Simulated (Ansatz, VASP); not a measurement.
One calculation of Cu, two programs

```
Cu
1.0
     2.52063    0.00000    0.00000
    -1.26031    2.18293    0.00000
     0.00000    0.00000    4.11719
Cu
2
Direct
  0.33333 0.66667 0.25000
  0.66667 0.33333 0.75000
```

Alike in both runs: functional PBEsol; k mesh 18 × 18 × 10; occupations gaussian, width 0.1 eV; no spin polarisation.

Ansatz relaxed the structure, and its values are those at the end. VASP's run is a single point on that final structure, the one shown.

|  | VASP | Ansatz |
| --- | --- | --- |
| version | VASP 6.6.1 | Ansatz 0.2.0 |
| potentials or method | VASP PAW PBE potentials, release 64 (Cu), cutoff 520 eV | scalar-relativistic, plane waves, PAW |
| valence electrons in the cell | 22 | 38 |

```csv
,VASP,Ansatz,Ansatz less VASP
gap on the k mesh at the Fermi level (eV),none,none,-
pressure (GPa),0.7,0.0,-0.71
```

VASP's potentials were made for PBE, not for PBEsol. A gap of «none» marks a metal or a gap that the smearing closes. VASP's potentials hold 22 valence electrons a cell and Ansatz's 38, so a difference there can come from the potentials and not from the codes.
